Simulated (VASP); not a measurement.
# As2C3N2 (C2) in VASP: single point with PBE

Aim: the single point of As2C3N2 with PBE.

All numbers are computed with VASP 6.6.1; they aren't measurements. Logs are shortened: lines on timing, memory, paths and dates and some standing lists are left out, and cuts for length are marked.

## Step 1: The cell of the first run

It takes space group C2 (No. 5, monoclinic). Conventional cell: a = 9.190 Å, b = 6.900 Å, c = 8.920 Å, α = 90.00°, β = 101.20°, γ = 90.00°. Within 2.5 Å of As (site symmetry 1) lie 3 C at 1.90 to 1.97 Å. As (site symmetry 1) has 1 C at 1.67 Å within 2.2 Å. C (site symmetry 1) has 2 As at 1.67 to 1.90 Å within 2.2 Å. C (site symmetry 1) has 1 N at 1.16 Å within 1.6 Å. Within 1.6 Å of C (site symmetry 1) lie 1 N at 1.16 Å. N (site symmetry 1) has 1 C at 1.16 Å within 1.6 Å. N (site symmetry 1) has 1 C at 1.16 Å within 1.6 Å.

## Step 2: Single point, PBE

INCAR

```
  PREC = Accurate
  ENCUT = 520
  EDIFF = 1E-6
  ISMEAR = -1
  SIGMA = 0.02
  LREAL = False
  LASPH = True
  NELM = 100
  ALGO = Normal
  ISIF = 2
  LWAVE = False
  LCHARG = True
  GGA = PE
  LELF = True
  LVHAR = True
  NBANDS = 45
```

KPOINTS

```
regular mesh
0
Gamma
  5 5 3
```

POSCAR

```
As2C3N2
1.0
    4.5950000000     -3.4500000000      0.0000000000
    4.5950000000      3.4500000000      0.0000000000
   -1.7325700000      0.0000000000      8.7501200000
As C N
4 6 4
Direct
    0.2558288831      0.2721064461      0.2361629382
    0.7278935539      0.7441711169      0.7638370618
    0.7104304287      0.5706966186      0.4038257741
    0.4293033814      0.2895695713      0.5961742259
   -0.0418188782      0.4071312658      0.3236377977
    0.5928687342      1.0418188782      0.6763622023
    0.2181451599      0.9384416295      0.2165837473
    0.0615583705      0.7818548401      0.7834162527
    0.1096360677      0.3051799427      0.0264081983
    0.6948200573      0.8903639323      0.9735918017
    1.0315832522      0.3398399653      0.9012320968
    0.6601600347     -0.0315832522      0.0987679032
    0.2208692647      0.7352783102      0.2155636681
    0.2647216898      0.7791307353      0.7844363319
```

Potentials or basis: VASP PAW PBE potentials, release 64 (As, C, N).

Command:

```console
> cat potpaw_PBE.64/As/POTCAR potpaw_PBE.64/C/POTCAR potpaw_PBE.64/N/POTCAR > POTCAR
> mpirun -np 1 vasp_std > vasp.out
```

OUTCAR:

```text
PREC = Accurate
   ENCUT = 520
   EDIFF = 1E-6
   ISMEAR = -1
   LREAL = False
   LASPH = True
   NELM = 100
   ISIF = 2
   GGA = PE

 ion  position               nearest neighbor table
   1  0.256  0.272  0.236-   5 1.90   9 1.94   7 1.97
   2  0.728  0.744  0.764-   6 1.90  10 1.94   8 1.97
   3  0.710  0.571  0.404-   5 1.67
   4  0.429  0.290  0.596-   6 1.67
   5  0.958  0.407  0.324-   3 1.67   1 1.90
   6  0.593  0.042  0.676-   4 1.67   2 1.90
   7  0.218  0.938  0.217-  13 1.16   1 1.97
   8  0.062  0.782  0.783-  14 1.16   2 1.97
   9  0.110  0.305  0.026-  11 1.16   1 1.94
  10  0.695  0.890  0.974-  12 1.16   2 1.94
  11  0.032  0.340  0.901-   9 1.16
  12  0.660  0.968  0.099-  10 1.16
  13  0.221  0.735  0.216-   7 1.16
  14  0.265  0.779  0.784-   8 1.16

  LATTYP: Found a base centered monoclinic cell.
 ALAT       =     9.1900000000
 B/A-ratio  =     0.7508161045
 C/A-ratio  =     0.9706202322
 COS(beta)  =    -0.1942343064

  Lattice vectors:

 A1 = (   4.5950000000,  -3.4500000000,   0.0000000000)
 A2 = (   4.5950000000,   3.4500000000,   0.0000000000)
 A3 = (  -1.7325700000,   0.0000000000,   8.7501200000)

Analysis of symmetry for initial positions (statically):
=====================================================================
 Subroutine PRICEL returns:
 Original cell was already a primitive cell.

 Routine SETGRP: Setting up the symmetry group for a
 base centered monoclinic supercell.

 Subroutine GETGRP returns: Found  2 space group operations
 (whereof  2 operations were pure point group operations)
 out of a pool of  4 trial point group operations.

The static configuration has the point symmetry C_2 .

Analysis of symmetry for dynamics (positions and initial velocities):
=====================================================================
 Subroutine PRICEL returns:
 Original cell was already a primitive cell.

 Routine SETGRP: Setting up the symmetry group for a
 base centered monoclinic supercell.

 Subroutine GETGRP returns: Found  2 space group operations
 (whereof  2 operations were pure point group operations)
 out of a pool of  4 trial point group operations.

The dynamic configuration has the point symmetry C_2 .

 Subroutine INISYM returns: Found  2 space group operations
 (whereof  2 operations are pure point group operations),
 and found     1 'primitive' translations

----------------------------------------------------------------------------------------

                                     Primitive cell

  volume of cell :     277.4269

  direct lattice vectors                    reciprocal lattice vectors
     4.595000000 -3.450000000  0.000000000     0.108813928 -0.144927536  0.021545733
     4.595000000  3.450000000  0.000000000     0.108813928  0.144927536  0.021545733
    -1.732570000  0.000000000  8.750120000     0.000000000  0.000000000  0.114284147

  length of vectors
     5.746000783  5.746000783  8.919999934     0.182506658  0.182506658  0.114284147

  position of ions in fractional coordinates (direct lattice)
     0.255828883  0.272106446  0.236162938
     0.727893554  0.744171117  0.763837062
     0.710430429  0.570696619  0.403825774
     0.429303381  0.289569571  0.596174226
     0.958181122  0.407131266  0.323637798
     0.592868734  0.041818878  0.676362202
     0.218145160  0.938441629  0.216583747
     0.061558371  0.781854840  0.783416253
     0.109636068  0.305179943  0.026408198
     0.694820057  0.890363932  0.973591802
     0.031583252  0.339839965  0.901232097
     0.660160035  0.968416748  0.098767903
     0.220869265  0.735278310  0.215563668
     0.264721690  0.779130735  0.784436332

  ion indices of the primitive-cell ions
   primitive index   ion index
                 1           1
                 2           2
                 3           3
                 4           4
                 5           5
                 6           6
                 7           7
                 8           8
                 9           9
                10          10
                11          11
                12          12
                13          13
                14          14

----------------------------------------------------------------------------------------

 KPOINTS: regular mesh

Automatic generation of k-mesh.
 Grid dimensions read from file:
 generate k-points for:    5    5    3

 Generating k-lattice:

  Cartesian coordinates                     Fractional coordinates (reciprocal lattice)
     0.021762786 -0.028985507  0.004309147     0.200000000  0.000000000  0.000000000
     0.021762786  0.028985507  0.004309147     0.000000000  0.200000000  0.000000000
     0.000000000  0.000000000  0.038094716     0.000000000  0.000000000  0.333333333

  Length of vectors
     0.036501332  0.036501332  0.038094716

  Shift w.r.t. Gamma in fractional coordinates (k-lattice)
     0.000000000  0.000000000  0.000000000

 Subroutine IBZKPT returns following result:
 ===========================================

 Found     24 irreducible k-points:

 Following reciprocal coordinates:
            Coordinates               Weight
  0.000000  0.000000  0.000000      1.000000
  0.200000  0.000000 -0.000000      4.000000
  0.400000  0.000000  0.000000      4.000000
  0.200000  0.200000  0.000000      2.000000
  0.400000  0.200000 -0.000000      4.000000
 -0.400000  0.200000  0.000000      4.000000
[... 16 lines left out ...]
 -0.200000 -0.400000  0.333333      4.000000
 -0.200000 -0.200000  0.333333      2.000000
   k-points           NKPTS =     24   k-points in BZ     NKDIM =     24   number of bands    NBANDS=     45
   number of dos      NEDOS =    301   number of ions     NIONS =     14
   total plane-waves  NPLWV = 161280
   dimension x,y,z NGX =    48 NGY =   48 NGZ =   70
   dimension x,y,z NGXF=    96 NGYF=   96 NGZF=  140
   ions per type =               4   6   4
   NGX,Y,Z   is equivalent  to a cutoff of  13.89, 13.89, 13.05 a.u.
   NGXF,Y,Z  is equivalent  to a cutoff of  27.78, 27.78, 26.09 a.u.
 SYSTEM =  unknown system
   PREC   = accura    normal or accurate (medium, high low for compatibility)
   ISTART =      0    job   : 0-new  1-cont  2-samecut
   ICHARG =      2    charge: 1-file 2-atom 10-const
   ISPIN  =      1    spin polarized calculation?
   LNONCOLLINEAR =      F non collinear calculations
   LSORBIT =      F    spin-orbit coupling
   LASPH  =      T    aspherical Exc in radial PAW
   ENCUT  =  520.0 eV  38.22 Ry    6.18 a.u.  10.68 10.68 16.59*2*pi/ulx,y,z
   NELM   =    100;   NELMIN=  2; NELMDL= -5     # of ELM steps
   EDIFF  = 0.1E-05   stopping-criterion for ELM
   LREAL  =      F    real-space projection
   EDIFFG = 0.1E-04   stopping-criterion for IOM
   NSW    =      0    number of steps for IOM
   IBRION =     -1    ionic relax: 0-MD 1-quasi-New 2-CG
   NFREE  =      0    steps in history (QN), initial steepest desc. (CG)
   ISIF   =      2    stress and relaxation
   ISYM   =      2    0-nonsym 1-usesym 2-fastsym
   POTIM  = 0.5000    time-step for ionic-motion
   TEBEG  =    0.0;   TEEND  =   0.0 temperature during run
   PSTRESS=    0.0 pullay stress
   NELECT =      64.0000    total number of electrons
   NUPDOWN=      -1.0000    fix difference up-down
   EMIN   =  10.00;   EMAX   =-10.00  energy-range for DOS
   EFERMI =   0.00;   METHOD = LEGACY
   ISMEAR =    -1;   SIGMA  =   0.02  broadening in eV -4-tet -1-fermi 0-gaus
   EFERMI_NEDOS =   21; number of points for ismear=-14 and -15
   IALGO  =     38    algorithm
   IMIX   =      4    mixing-type and parameters
     AMIX     =   0.40;   BMIX     =  1.00
     AMIX_MAG =   1.60;   BMIX_MAG =  1.00
  volume/ion in A,a.u.               =      19.82       133.73
  Fermi-wavevector in a.u.,A,eV,Ry     =   1.004042  1.897365 13.716042  1.008101
  Thomas-Fermi vector in A             =   2.136633
   LORBIT       =      0    0 simple, 1 ext, 2 COOP (PROOUT), +10 PAW based schemes
   GGA     = PE    functional components
   LHFCALC =     F    Hartree Fock is set to
   AEXX    =    0.0000 exact exchange contribution
   IVDW    =     0    specifies the selected vdW correction
   LEPSILON=     F    determine dielectric tensor
   LRPA    =     F    only Hartree local field effects (RPA)
 non-spin polarized calculation
  energy-cutoff  :      520.00
  volume of cell :      277.43
 maximum number of plane-waves:      7483
 NGX is ok and might be reduce to    48
   NGX = 21   NGY = 21   NGZ = 33

 number of electron      64.0000002 magnetization

 Free energy of the ion-electron system (eV)
  ---------------------------------------------------
  ext. energy  EPLUGINS =         0.00000000
  ---------------------------------------------------
  free energy    TOTEN  =       -93.92986493 eV

  energy without entropy =      -93.92986493  energy(sigma->0) =      -93.92986493

 E-fermi :  -0.0217     XC(G=0):  -7.8583

 val. band max:       -0.5243954283   @ k =  -0.4000   0.2000   0.0000
 cond. band min:       1.8466628981   @ k =   0.2000   0.2000   0.0000
 fundamental gap:      2.3710583264
 Fermi energy:        -0.0216730362

 k-point     1 :       0.0000    0.0000    0.0000
  band No.  band energies     occupation
      1     -17.6428      2.00000
      2     -17.5043      2.00000
      3     -17.2994      2.00000
      4     -17.2855      2.00000
      5     -13.4034      2.00000
      6     -13.3077      2.00000
[... 36 lines left out ...]
     43       4.7388      0.00000
     44       5.1960      0.00000
[... 1039 lines left out ...]
      3     -17.3221      2.00000
      4     -17.2931      2.00000
      5     -13.4765      2.00000
      6     -13.2688      2.00000
[... 36 lines left out ...]
     43       5.1086      0.00000
     44       5.3518      0.00000
 [bands above 44 left out]

------------------------ aborting loop because EDIFF is reached ----------------------------------------

  FORCE on cell =-STRESS in cart. coord.  units (eV):
  Direction    XX          YY          ZZ          XY          YZ          ZX
  --------------------------------------------------------------------------------------
  -------------------------------------------------------------------------------------
  Total        5.1854493      7.1407743      5.9068001      0.0000000      0.0000000      0.0685168
  in kB       29.9466580     41.2389188     34.1125541      0.0000000      0.0000000      0.3956934
  external PRESSURE =      35.0993770 kB  Pullay stress =       0.0000000 kB

 VOLUME and BASIS-vectors are now :
 -----------------------------------------------------------------------------
  energy-cutoff  :      520.00
  volume of cell :      277.43
      direct lattice vectors                 reciprocal lattice vectors
     4.595000000 -3.450000000  0.000000000     0.108813928 -0.144927536  0.021545733
     4.595000000  3.450000000  0.000000000     0.108813928  0.144927536  0.021545733
    -1.732570000  0.000000000  8.750120000     0.000000000  0.000000000  0.114284147

 POSITION                                       TOTAL-FORCE (eV/Angst)
 -----------------------------------------------------------------------------------
      2.01669      0.05616      2.06645         0.125148     -0.064892      0.055450
      5.44074      0.05616      6.68367        -0.125148     -0.064892     -0.055450
      5.18712     -0.48208      3.53352        -0.110495      0.294689      0.158842
      2.27031     -0.48208      5.21660         0.110495      0.294689     -0.158842
      5.71289     -1.90112      2.83187         0.058496     -0.226317     -0.121095
      1.74454     -1.90112      5.91825        -0.058496     -0.226317      0.121095
      4.93927      2.48502      1.89513         0.285488      0.249436     -0.022661
      2.51816      2.48502      6.85499        -0.285488      0.249436      0.022661
      1.86033      0.67463      0.23107        -0.026596     -0.122129      0.340647
      5.59710      0.67463      8.51905         0.026596     -0.122129     -0.340647
      0.14524      1.06349      7.88589         0.014871      0.146551     -0.407468
      7.31219      1.06349      0.86423        -0.014871      0.146551      0.407468
      4.02002      1.77471      1.88621        -0.342163     -0.277339      0.000663
      3.43741      1.77471      6.86391         0.342163     -0.277339     -0.000663
 -----------------------------------------------------------------------------------
    total drift:                                0.000000      0.000436     -0.000000

  FREE ENERGIE OF THE ION-ELECTRON SYSTEM (eV)
  ---------------------------------------------------
  free  energy   TOTEN  =       -93.9298649316 eV

  energy  without entropy=      -93.9298649316  energy(sigma->0) =      -93.92986493
```

Run time: 7.2 min. Hardware: 1 thread of Intel Xeon Platinum 8259CL at 2.50GHz (Skylake/Cascade Lake), shared host; peak memory 0.55 GiB.

Results:

```
Free energy            : -93.9299 eV
Pressure               : 3.5 GPa
Largest force          : 0.440 eV/Å
Band gap on the k mesh : 2.37 eV, indirect (least direct gap 2.40 eV)
```

Forces in eV/Å, atoms in the order of the input:
```
As   0.125 -0.065  0.055
As  -0.125 -0.065 -0.055
As  -0.110  0.295  0.159
As   0.110  0.295 -0.159
C    0.058 -0.226 -0.121
C   -0.058 -0.226  0.121
C    0.285  0.249 -0.023
C   -0.285  0.249  0.023
C   -0.027 -0.122  0.341
C    0.027 -0.122 -0.341
N    0.015  0.147 -0.407
N   -0.015  0.147  0.407
N   -0.342 -0.277  0.001
N    0.342 -0.277 -0.001
```

Levels at points of the mesh, in eV from the valence-band top:
| k point | band 28 | band 29 | band 30 | band 31 | band 32 | band 33 | band 34 | band 35 | band 36 | band 37 |
| --- | --- | --- | --- | --- | --- | --- | --- | --- | --- | --- |
| (0.00, 0.00, 0.00) | -1.25 | -1.05 | -0.67 | -0.42 | -0.41 | 2.43 | 2.51 | 3.22 | 3.39 | 3.77 |

A k mesh can miss the band edges. As with any semilocal functional, this PBE gap is likely too small.
